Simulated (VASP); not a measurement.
# CdS (zincblende type) (F-43m) in VASP: notebook

CdS (zincblende type) is run at these levels: PBE; tasks: relaxation of cell and atoms.

All numbers are computed with VASP 6.6.1; they aren't measurements. Logs are shortened: lines on timing, memory, paths and dates and some standing lists are left out, and cuts for length are marked.

**1. The cell of the first run**

Symmetry: F-43m, No. 216, cubic system. The conventional cell has a = 5.249 Å, b = 5.249 Å, c = 5.249 Å, α = 90.00°, β = 90.00°, γ = 90.00°. Cd (site symmetry -43m) has 4 S at 2.27 Å within 3.0 Å. Within 3.0 Å of S (site symmetry -43m) lie 4 Cd at 2.27 Å.

**2. Relaxation of cell and atoms, PBE, target pressure 32 GPa, at which the enthalpy is minimised**

The input, INCAR:

```
SYSTEM = CdS
ALGO = Normal
EDIFF = 1E-7
EDIFFG = -0.005
ENCUT = 600
GGA = PE
IBRION = 2
ISIF = 3
ISMEAR = -1
LASPH = .TRUE.
LCHARG = .FALSE.
LREAL = .FALSE.
LWAVE = .FALSE.
NELM = 60
NSW = 60
PREC = Accurate
PSTRESS = 320.0
SIGMA = 0.08
```

The input, KPOINTS:

```
k-points
0
G
  12 12 12
  0 0 0
```

The input, POSCAR:

```
CdS
1.0
    0.0000000000      2.6242641538      2.6242641538
    2.6242641538      0.0000000000      2.6242641538
    2.6242641538      2.6242641538      0.0000000000
Cd S
1 1
Direct
    0.0000000000      0.0000000000      0.0000000000
    0.2500000000      0.2500000000      0.2500000000
```

Potentials or basis: VASP PAW PBE potentials, release 64 (Cd, S).

Run with:

```bash
$ cat potpaw_PBE.64/Cd/POTCAR potpaw_PBE.64/S/POTCAR > POTCAR
$ mpirun -np 1 vasp_std > vasp.out
```

OUTCAR:

```text
SYSTEM = CdS
   EDIFF = 1E-7
   EDIFFG = -0.005
   ENCUT = 600
   GGA = PE
   IBRION = 2
   ISIF = 3
   ISMEAR = -1
   LASPH = .TRUE.
   LREAL = .FALSE.
   NELM = 60
   NSW = 60
   PREC = Accurate
   PSTRESS = 320.0

 ion  position               nearest neighbor table
   1  0.000  0.000  0.000-   2 2.27   2 2.27   2 2.27   2 2.27
   2  0.250  0.250  0.250-   1 2.27   1 2.27   1 2.27   1 2.27

  LATTYP: Found a face centered cubic cell.
 ALAT       =     5.2485283076

  Lattice vectors:

 A1 = (   0.0000000000,   2.6242641538,   2.6242641538)
 A2 = (   2.6242641538,   0.0000000000,   2.6242641538)
 A3 = (   2.6242641538,   2.6242641538,   0.0000000000)

Analysis of symmetry for initial positions (statically):
=====================================================================
 Subroutine PRICEL returns:
 Original cell was already a primitive cell.

 Routine SETGRP: Setting up the symmetry group for a
 face centered cubic supercell.

 Subroutine GETGRP returns: Found 24 space group operations
 (whereof 24 operations were pure point group operations)
 out of a pool of 48 trial point group operations.

The static configuration has the point symmetry T_d .

Analysis of symmetry for dynamics (positions and initial velocities):
=====================================================================
 Subroutine PRICEL returns:
 Original cell was already a primitive cell.

 Routine SETGRP: Setting up the symmetry group for a
 face centered cubic supercell.

 Subroutine GETGRP returns: Found 24 space group operations
 (whereof 24 operations were pure point group operations)
 out of a pool of 48 trial point group operations.

The dynamic configuration has the point symmetry T_d .

 Subroutine INISYM returns: Found 24 space group operations
 (whereof 24 operations are pure point group operations),
 and found     1 'primitive' translations

----------------------------------------------------------------------------------------

                                     Primitive cell

  volume of cell :      36.1454

  direct lattice vectors                    reciprocal lattice vectors
     0.000000000  2.624264154  2.624264154    -0.190529600  0.190529600  0.190529600
     2.624264154  0.000000000  2.624264154     0.190529600 -0.190529600  0.190529600
     2.624264154  2.624264154  0.000000000     0.190529600  0.190529600 -0.190529600

  length of vectors
     3.711269958  3.711269958  3.711269958     0.330006948  0.330006948  0.330006948

  position of ions in fractional coordinates (direct lattice)
     0.000000000  0.000000000  0.000000000
     0.250000000  0.250000000  0.250000000

  ion indices of the primitive-cell ions
   primitive index   ion index
                 1           1
                 2           2

----------------------------------------------------------------------------------------

 KPOINTS: k-points

Automatic generation of k-mesh.
 Grid dimensions read from file:
 generate k-points for:   12   12   12

 Generating k-lattice:

  Cartesian coordinates                     Fractional coordinates (reciprocal lattice)
    -0.015877467  0.015877467  0.015877467     0.083333333  0.000000000  0.000000000
     0.015877467 -0.015877467  0.015877467     0.000000000  0.083333333  0.000000000
     0.015877467  0.015877467 -0.015877467     0.000000000  0.000000000  0.083333333

  Length of vectors
     0.027500579  0.027500579  0.027500579

  Shift w.r.t. Gamma in fractional coordinates (k-lattice)
     0.000000000  0.000000000  0.000000000

 Subroutine IBZKPT returns following result:
 ===========================================

 Found     72 irreducible k-points:

 Following reciprocal coordinates:
            Coordinates               Weight
  0.000000  0.000000  0.000000      1.000000
  0.083333  0.000000  0.000000      8.000000
  0.166667  0.000000  0.000000      8.000000
  0.250000  0.000000  0.000000      8.000000
  0.333333  0.000000  0.000000      8.000000
  0.416667  0.000000  0.000000      8.000000
[... 16 lines left out ...]
  0.500000  0.166667  0.000000     24.000000
 -0.416667  0.166667  0.000000     24.000000
 [... further k-points ...]
   k-points           NKPTS =     72   k-points in BZ     NKDIM =     72   number of bands    NBANDS=     13
   number of dos      NEDOS =    301   number of ions     NIONS =      2
   total plane-waves  NPLWV =  27000
   dimension x,y,z NGX =    30 NGY =   30 NGZ =   30
   dimension x,y,z NGXF=    60 NGYF=   60 NGZF=   60
   ions per type =               1   1
   NGX,Y,Z   is equivalent  to a cutoff of  13.44, 13.44, 13.44 a.u.
   NGXF,Y,Z  is equivalent  to a cutoff of  26.88, 26.88, 26.88 a.u.
 SYSTEM =  CdS
   PREC   = accura    normal or accurate (medium, high low for compatibility)
   ISTART =      0    job   : 0-new  1-cont  2-samecut
   ICHARG =      2    charge: 1-file 2-atom 10-const
   ISPIN  =      1    spin polarized calculation?
   LNONCOLLINEAR =      F non collinear calculations
   LSORBIT =      F    spin-orbit coupling
   LASPH  =      T    aspherical Exc in radial PAW
   ENCUT  =  600.0 eV  44.10 Ry    6.64 a.u.   7.41  7.41  7.41*2*pi/ulx,y,z
   NELM   =     60;   NELMIN=  2; NELMDL= -5     # of ELM steps
   EDIFF  = 0.1E-06   stopping-criterion for ELM
   LREAL  =      F    real-space projection
   EDIFFG = -.5E-02   stopping-criterion for IOM
   NSW    =     60    number of steps for IOM
   IBRION =      2    ionic relax: 0-MD 1-quasi-New 2-CG
   NFREE  =      1    steps in history (QN), initial steepest desc. (CG)
   ISIF   =      3    stress and relaxation
   ISYM   =      2    0-nonsym 1-usesym 2-fastsym
   POTIM  = 0.5000    time-step for ionic-motion
   TEBEG  =    0.0;   TEEND  =   0.0 temperature during run
   PSTRESS=  320.0 pullay stress
   NELECT =      18.0000    total number of electrons
   NUPDOWN=      -1.0000    fix difference up-down
   EMIN   =  10.00;   EMAX   =-10.00  energy-range for DOS
   EFERMI =   0.00;   METHOD = LEGACY
   ISMEAR =    -1;   SIGMA  =   0.08  broadening in eV -4-tet -1-fermi 0-gaus
   EFERMI_NEDOS =   21; number of points for ismear=-14 and -15
   IALGO  =     38    algorithm
   IMIX   =      4    mixing-type and parameters
     AMIX     =   0.40;   BMIX     =  1.00
     AMIX_MAG =   1.60;   BMIX_MAG =  1.00
  volume/ion in A,a.u.               =      18.07       121.96
  Fermi-wavevector in a.u.,A,eV,Ry     =   1.297622  2.452150 22.909792  1.683822
  Thomas-Fermi vector in A             =   2.429002
   LORBIT       =      0    0 simple, 1 ext, 2 COOP (PROOUT), +10 PAW based schemes
   GGA     = PE    functional components
   LHFCALC =     F    Hartree Fock is set to
   AEXX    =    0.0000 exact exchange contribution
   IVDW    =     0    specifies the selected vdW correction
   LEPSILON=     F    determine dielectric tensor
   LRPA    =     F    only Hartree local field effects (RPA)
 conjugate gradient relaxation of ions
 non-spin polarized calculation
  energy-cutoff  :      600.00
  volume of cell :       36.15
 maximum number of plane-waves:      1243
 NGX is ok and might be reduce to    30
   NGX = 15   NGY = 15   NGZ = 15

--------------------------------------- Ionic step        1  -------------------------------------------

 number of electron      18.0000003 magnetization

 Free energy of the ion-electron system (eV)
  ---------------------------------------------------
  ext. energy  EPLUGINS =         0.00000000
  ---------------------------------------------------
  free energy    TOTEN  =        -4.49317506 eV

  energy without entropy =       -4.49317491  energy(sigma->0) =       -4.49317498

------------------------ aborting loop because EDIFF is reached ----------------------------------------

  FORCE on cell =-STRESS in cart. coord.  units (eV):
  Direction    XX          YY          ZZ          XY          YZ          ZX
  --------------------------------------------------------------------------------------
  -------------------------------------------------------------------------------------
  Total       10.3976835     10.3976835     10.3976835     -0.0000000     -0.0000000      0.0000000
  in kB      460.8870839    460.8870839    460.8870839     -0.0000000     -0.0000000      0.0000000
  external PRESSURE =     140.8870839 kB  Pullay stress =     320.0000000 kB
[... 23 lines left out ...]
  enthalpy is  TOTEN    =         2.7260741894 eV   P V=        7.2192492472

--------------------------------------- Ionic step        2  -------------------------------------------

 number of electron      17.9999994 magnetization

 E-fermi :   2.9789     XC(G=0):  -9.6042

 val. band max:        2.1889292106   @ k =   0.0000   0.0000   0.0000
 cond. band min:       3.5399362748   @ k =   0.0000   0.0000   0.0000
 fundamental gap:      1.3510070643
 Fermi energy:         2.9788550546

 k-point     1 :       0.0000    0.0000    0.0000
  band No.  band energies     occupation
      1     -10.8197      2.00000
      2      -5.9485      2.00000
      3      -5.9485      2.00000
      4      -5.9485      2.00000
      5      -5.3257      2.00000
      6      -5.3257      2.00000
      7       2.1889      1.99990
      8       2.1889      1.99990
      9       2.1889      1.99990
     10       3.5399      0.00180
     11       8.6879      0.00000
     12       8.6879      0.00000
     13       8.6879      0.00000
[... 441 lines left out ...]
  enthalpy is  TOTEN    =         2.6189640323 eV   P V=        7.7648582888

--------------------------------------- Ionic step        4  -------------------------------------------

 number of electron      17.9999995 magnetization

 Free energy of the ion-electron system (eV)
  ---------------------------------------------------
  ext. energy  EPLUGINS =         0.00000000
  ---------------------------------------------------
  free energy    TOTEN  =        -5.11876264 eV

  energy without entropy =       -5.11876234  energy(sigma->0) =       -5.11876249

 E-fermi :   4.7609     XC(G=0): -10.3659

 val. band max:        3.8464073734   @ k =   0.0000   0.0000   0.0000
 cond. band min:       5.4761217401   @ k =   0.0000   0.0000   0.0000
 fundamental gap:      1.6297143667
 Fermi energy:         4.7609427461

 k-point     1 :       0.0000    0.0000    0.0000
  band No.  band energies     occupation
      1     -10.4165      2.00000
      2      -5.2244      2.00000
      3      -5.2244      2.00000
      4      -5.2244      2.00000
      5      -4.3245      2.00000
      6      -4.3245      2.00000
      7       3.8464      1.99998
      8       3.8464      1.99998
      9       3.8464      1.99998
     10       5.4761      0.00026
     11      10.1512      0.00000
     12      10.1512      0.00000
     13      10.1512      0.00000
[... 397 lines left out ...]
  FREE ENERGIE OF THE ION-ELECTRON SYSTEM (eV)
  ---------------------------------------------------
  free  energy   TOTEN  =        -5.1187626378 eV

  energy  without entropy=       -5.1187623432  energy(sigma->0) =       -5.11876249

  enthalpy is  TOTEN    =         2.6186475594 eV   P V=        7.7374101972

 reached required accuracy - stopping structural energy minimisation
```

It took 3.4 min on 1 thread of Intel Xeon 8259CL, shared host; peak memory 0.21 GiB.

Results:

```yaml
Free_energy: -5.1188 eV
Relaxed_volume: 19.37 Å³/atom
Relaxed_cell: a = 3.798 Å, b = 3.798 Å, c = 3.798 Å, α = 60.00°, β = 60.00°, γ = 60.00°
Space_group_after_relaxing_to_0.1_Å: F-43m (No. 216)
Energy_change_on_relaxing_the_run_minimises_the_enthalpy: -312.8 meV/atom
Ionic_steps: 4
Pressure_after_relaxing: 32.0 GPa
Band_gap_on_the_k_mesh: 1.63 eV
```

The path:
```csv
step,energy change (eV),largest force (eV/Å),pressure (GPa),volume (Å³)
1,0.0000,0.0000,46.09,36.15
2,-1.4323,0.0000,11.13,45.11
3,-0.6527,0.0000,31.32,38.88
4,-0.6256,0.0000,31.96,38.74
```

Final structure:
```
Cd S
1.0
     0.00000    2.68560    2.68560
     2.68560    0.00000    2.68560
     2.68560    2.68560    0.00000
Cd S
1 1
Direct
  0.00000 0.00000 0.00000
  0.25000 0.25000 0.25000
```

Caveat: the cell is relaxed towards a set pressure, so the run minimises the enthalpy, not the energy. A k mesh can miss the band edges.

**3. Relaxation of cell and atoms, PBE, target pressure 32 GPa, at which the enthalpy is minimised**

This run uses another cell than the first one, of 19.26 Å³/atom.

The input, INCAR:

```
PREC     = Accurate       # precision mode
ENCUT    = 600            # plane-wave cutoff, eV
EDIFF    = 1E-7           # SCF threshold, eV
ISMEAR   = -1             # smearing method
SIGMA    = 0.08           # smearing width, eV
LREAL    = False          # projectors in reciprocal space
LASPH    = True           # aspherical terms in the spheres
NELM     = 80             # most SCF steps
ALGO     = Normal         # electronic algorithm
ISIF     = 3              # what is computed and relaxed
LWAVE    = False          # write WAVECAR
LCHARG   = False          # write CHGCAR
GGA      = PE             # functional
IBRION   = 2              # ionic algorithm
NSW      = 32             # ionic steps
EDIFFG   = -0.005         # ionic threshold
PSTRESS  = 320.0
```

The input, KPOINTS:

```
regular mesh
0
Gamma
  12 12 12
```

The input, POSCAR:

```
CdS
1.0
    0.0000000000      2.6803990357      2.6803990357
    2.6803990357      0.0000000000      2.6803990357
    2.6803990357      2.6803990357      0.0000000000
Cd S
1 1
Direct
    0.0000000000      0.0000000000      0.0000000000
    0.2500000000      0.2500000000      0.2500000000
```

Potentials or basis: VASP PAW PBE potentials, release 64 (Cd, S).

Run with:

```bash
$ cat potpaw_PBE.64/Cd/POTCAR potpaw_PBE.64/S/POTCAR > POTCAR
$ mpirun -np 1 vasp_std > vasp.out
```

OUTCAR:

```text
PREC = Accurate
   ENCUT = 600
   EDIFF = 1E-7
   ISMEAR = -1
   LREAL = False
   LASPH = True
   NELM = 80
   ISIF = 3
   GGA = PE
   IBRION = 2
   NSW = 32
   EDIFFG = -0.005
   PSTRESS = 320.0

 ion  position               nearest neighbor table
   1  0.000  0.000  0.000-   2 2.32   2 2.32   2 2.32   2 2.32
   2  0.250  0.250  0.250-   1 2.32   1 2.32   1 2.32   1 2.32

  LATTYP: Found a face centered cubic cell.
 ALAT       =     5.3607980714

  Lattice vectors:

 A1 = (   0.0000000000,   2.6803990357,   2.6803990357)
 A2 = (   2.6803990357,   0.0000000000,   2.6803990357)
 A3 = (   2.6803990357,   2.6803990357,   0.0000000000)

Analysis of symmetry for initial positions (statically):
=====================================================================
 Subroutine PRICEL returns:
 Original cell was already a primitive cell.

 Routine SETGRP: Setting up the symmetry group for a
 face centered cubic supercell.

 Subroutine GETGRP returns: Found 24 space group operations
 (whereof 24 operations were pure point group operations)
 out of a pool of 48 trial point group operations.

The static configuration has the point symmetry T_d .

Analysis of symmetry for dynamics (positions and initial velocities):
=====================================================================
 Subroutine PRICEL returns:
 Original cell was already a primitive cell.
[... 231 lines left out ...]

 number of electron      17.9999995 magnetization

 Free energy of the ion-electron system (eV)
  ---------------------------------------------------
  ext. energy  EPLUGINS =         0.00000000
  ---------------------------------------------------
  free energy    TOTEN  =        -5.11727179 eV

  energy without entropy =       -5.11727150  energy(sigma->0) =       -5.11727164

 E-fermi :   4.7652     XC(G=0): -10.3677

 val. band max:        3.8504856093   @ k =   0.0000   0.0000   0.0000
 cond. band min:       5.4806996057   @ k =   0.0000   0.0000   0.0000
 fundamental gap:      1.6302139964
 Fermi energy:         4.7652184180

 k-point     1 :       0.0000    0.0000    0.0000
  band No.  band energies     occupation
      1     -10.4155      2.00000
      2      -5.2229      2.00000
      3      -5.2229      2.00000
      4      -5.2229      2.00000
      5      -4.3223      2.00000
      6      -4.3223      2.00000
      7       3.8505      1.99998
      8       3.8505      1.99998
      9       3.8505      1.99998
     10       5.4807      0.00026
     11      10.1547      0.00000
     12      10.1547      0.00000
     13      10.1547      0.00000
[... 354 lines left out ...]
  band No.  band energies     occupation
      1      -9.6537      2.00000
      2      -4.9801      2.00000
      3      -4.9130      2.00000
      4      -4.3561      2.00000
      5      -4.2723      2.00000
      6      -3.5830      2.00000
      7      -1.9942      2.00000
      8       1.4245      2.00000
      9       2.3528      2.00000
     10       8.1710      0.00000
     11       9.7773      0.00000
     12      11.3864      0.00000
     13      12.2731      0.00000

 [... further k-points ...]

------------------------ aborting loop because EDIFF is reached ----------------------------------------

  FORCE on cell =-STRESS in cart. coord.  units (eV):
  Direction    XX          YY          ZZ          XY          YZ          ZX
  --------------------------------------------------------------------------------------
  -------------------------------------------------------------------------------------
  Total        7.7353681      7.7353681      7.7353681     -0.0000000     -0.0000000     -0.0000000
  in kB      320.0236894    320.0236894    320.0236894     -0.0000000     -0.0000000     -0.0000000
  external PRESSURE =       0.0236894 kB  Pullay stress =     320.0000000 kB
[... 21 lines left out ...]
  energy  without entropy=       -5.1172714958  energy(sigma->0) =       -5.11727164

  enthalpy is  TOTEN    =         2.6175236891 eV   P V=        7.7347954785

 reached required accuracy - stopping structural energy minimisation
```

OSZICAR:

```text
N       E                     dE             d eps       ncg     rms          rms(c)
DAV:   1     0.124980288002E+03    0.12498E+03   -0.10434E+04  1904   0.148E+03
DAV:   2    -0.873842668072E+00   -0.12585E+03   -0.12031E+03  2122   0.324E+02
DAV:   3    -0.562303441386E+01   -0.47492E+01   -0.47378E+01  2302   0.666E+01
[... 27 lines left out ...]
DAV:   4    -0.511728013825E+01    0.20308E-03   -0.55097E-04  1952   0.292E-01    0.741E-02
DAV:   5    -0.511726845258E+01    0.11686E-04   -0.10219E-04  2322   0.205E-01    0.435E-02
DAV:   6    -0.511727126835E+01   -0.28158E-05   -0.17295E-05  1992   0.556E-02    0.172E-02
DAV:   7    -0.511727122167E+01    0.46679E-07   -0.10654E-06  2217   0.145E-02    0.863E-03
DAV:   8    -0.511727177164E+01   -0.54998E-06   -0.38210E-07  2062   0.725E-03    0.149E-03
DAV:   9    -0.511727178943E+01   -0.17789E-07   -0.10636E-08   966   0.834E-04
   3 F= 0.26175237E+01 E0= 0.26175238E+01  d E =-.651988E-03
```

Run time: 2.4 min. Hardware: 1 thread of Intel Xeon 8259CL, shared host; peak memory 0.21 GiB.

Results:

- Free energy: -5.1173 eV
- Relaxed volume: 19.36 Å³/atom
- Relaxed cell: a = 3.798 Å, b = 3.798 Å, c = 3.798 Å, α = 60.00°, β = 60.00°, γ = 60.00°
- Space group after relaxing (to 0.1 Å): F-43m (No. 216)
- Energy change on relaxing (the run minimises the enthalpy): -21.5 meV/atom
- Ionic steps: 3
- Pressure after relaxing: 32.0 GPa
- Band gap on the k mesh: 1.63 eV

The path:
```csv
step,energy change (eV),largest force (eV/Å),pressure (GPa),volume (Å³)
1,0.0000,0.0000,33.00,38.51
2,-0.1322,0.0000,29.92,39.19
3,-0.0429,0.0000,32.00,38.73
```

Final structure:
```xyz
2
Lattice="0.0000 2.6853 2.6853 2.6853 0.0000 2.6853 2.6853 2.6853 0.0000" Properties=species:S:1:pos:R:3 pbc="T T T"
Cd    0.0000    0.0000    0.0000
S     1.3427    1.3427    1.3427
```

Levels at points of the mesh, in eV from the valence-band top:
```csv
k point,band 7,band 8,band 9,band 10,band 11,band 12
"(0.00, 0.00, 0.00)",0.00,0.00,0.00,1.63,6.30,6.30
"(0.50, 0.00, 0.00)",-6.21,-1.19,-1.19,3.25,6.85,6.85
"(0.50, 0.50, 0.00)",-5.18,-2.93,-2.93,3.02,4.37,10.48
```

Caveat: the cell is relaxed towards a set pressure, so the run minimises the enthalpy, not the energy.
